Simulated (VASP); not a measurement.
Runs of VASP 6.6.1 on GaP (zinc blende type). The structure is that of space group F-43m (No. 216), or close to it. The cells are those of the table. 

| level | cell | k mesh | smearing | grid for exact exchange (PRECFOCK) | share of exact exchange | screening parameter | gap on the mesh (eV) | pressure (GPa) |
| --- | --- | --- | --- | --- | --- | --- | --- | --- |
| HSE06 | a = 3.830 Å, angles 60.0°, 2 atoms | 4 × 4 × 4 | fermi-dirac 0.05 eV | Normal | 0.25 | 0.2079 1/Å | 2.27 | 2.8 |
| HSE06 | a = 3.909 Å, angles 60.0°, 2 atoms | 4 × 4 × 4 | fermi-dirac 0.05 eV | Normal | 0.25 | 0.2079 1/Å | 2.39 | -2.6 |
| PBE | a = 3.896 Å, angles 60.0°, 2 atoms | 6 × 6 × 6 | fermi-dirac 0.02 eV | - | - | - | 1.56 | (c) |
| HSE06 | a = 3.870 Å, angles 60.0°, 2 atoms | 4 × 4 × 4 | fermi-dirac 0.05 eV | Normal | 0.25 | 0.2079 1/Å | 2.33 | -0.1 |
| r2SCAN | a = 3.896 Å, angles 60.0°, 2 atoms | 6 × 6 × 6 | fermi-dirac 0.02 eV | - | - | - | 1.93 | -2.7 |
| HSE06 | a = 3.789 Å, angles 60.0°, 2 atoms | 4 × 4 × 4 | fermi-dirac 0.05 eV | Normal | 0.25 | 0.2079 1/Å | (a) | (b) |

Alike in all rows: task single point; potentials or basis VASP PAW PBE potentials, release 64 (Ga_d, P); no spin polarisation; cutoff (eV) 520.

Q: Fill in the values left out.

A: (a) 2.20; (b) 6.2; (c) -0.2.

Caveats: some runs use coarse meshes; the PAW data sets were made with another functional, which shifts forces and pressure a little (at least some runs).

A k mesh can miss the band edges, and the runs leave out spin-orbit coupling on Ga.
